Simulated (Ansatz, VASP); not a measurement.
**GaSb3 in VASP and in Ansatz**

```
Sb Ga
1.0
     0.00000    3.73060    3.73060
     3.73060    0.00000    3.73060
     3.73060    3.73060    0.00000
Sb Ga
3 1
Direct
  0.50000 0.50000 0.50000
  0.75000 0.75000 0.75000
  0.25000 0.25000 0.25000
  0.00000 0.00000 0.00000
```

Alike in both runs: task relaxation of cell and atoms; functional BLYP; k mesh 6 × 6 × 6; occupations fermi-dirac, width 0.05 eV; no spin polarisation.

|  | VASP | Ansatz |
| --- | --- | --- |
| version | VASP 6.6.1 | Ansatz 0.2.0 |
| potentials or method | VASP PAW PBE potentials, release 64 (Sb, Ga_d) | Ansatz PAW |
| plane-wave cutoff (eV) | 600 | 420 |
| valence electrons in the cell | 28 | 58 |

|  | VASP | Ansatz | Ansatz less VASP |
| --- | --- | --- | --- |
| gap on the k mesh at the Fermi level, each at its own relaxed structure (eV) | none | none | - |
| relaxed volume (Å³/atom) | 28.79 | 28.76 | -0.025 |
| relaxed cell length with the largest relative difference (Å) | 5.461 | 5.459 | -0.0016 |

VASP's potentials were made for PBE, not for BLYP. A gap of «none» marks a metal or a gap that the smearing closes. VASP's potentials hold 28 valence electrons a cell and Ansatz's 58, so a difference there can come from the potentials and not from the codes.

Spin-orbit coupling is off throughout. Noted on VASP's run: too few bands were computed for a metal, which touches its energy and stress. Noted on Ansatz's run: the plane-wave basis is chosen anew once the cell has moved, so the energies of steps on either side of that aren't comparable.
